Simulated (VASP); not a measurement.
MoS2, 3 atoms in the cell. The structure is hexagonal, space group P-6m2 (No. 187). Conventional cell: a = 3.171 Å, b = 3.171 Å, c = 6.810 Å, α = 90.00°, β = 90.00°, γ = 120.00°. Within 3.2 Å of Mo (site symmetry -6m2) lie 6 S at 2.40 Å and 6 Mo at 3.17 Å. Within 3.2 Å of S (site symmetry 3m) lie 3 Mo at 2.40 Å and 7 S at 3.11 to 3.17 Å. 

| Property | Result |
| --- | --- |
| Program | VASP 6.6.1 |
| Task | single point |
| Functional | r2SCAN |
| Potentials or basis | VASP PAW PBE potentials, release 64 (Mo_sv, S) |
| Cutoff | 520 eV |
| k mesh | 12 × 12 × 4 |
| Occupations | gaussian, width 0.01 eV |
| Spin | no spin polarisation |
| Dipole correction | no |
| Further INCAR settings | ALGO = Normal; EDIFF = 1e-06; NBANDS = 20 |

Potentials or basis: VASP PAW PBE potentials, release 64 (Mo_sv, S).

Run with:

```console
$ cat potpaw_PBE.64/Mo_sv/POTCAR potpaw_PBE.64/S/POTCAR > POTCAR
$ cp INCAR.step1 INCAR
$ mpirun -np 1 vasp_std > vasp.out
$ cp INCAR.step2 INCAR
$ mpirun -np 1 vasp_std > vasp.out
```

Hardware: 1 thread of Intel(R) Xeon(R) Platinum 8488C (Sapphire Rapids) (shared host).

Task: Estimate the wall time of this run.

Result: Wall time 2.2 min on 1 thread of Intel(R) Xeon(R) Platinum 8488C (Sapphire Rapids), with other jobs on the host, peak memory 0.21 GiB. Counts: k points 57.
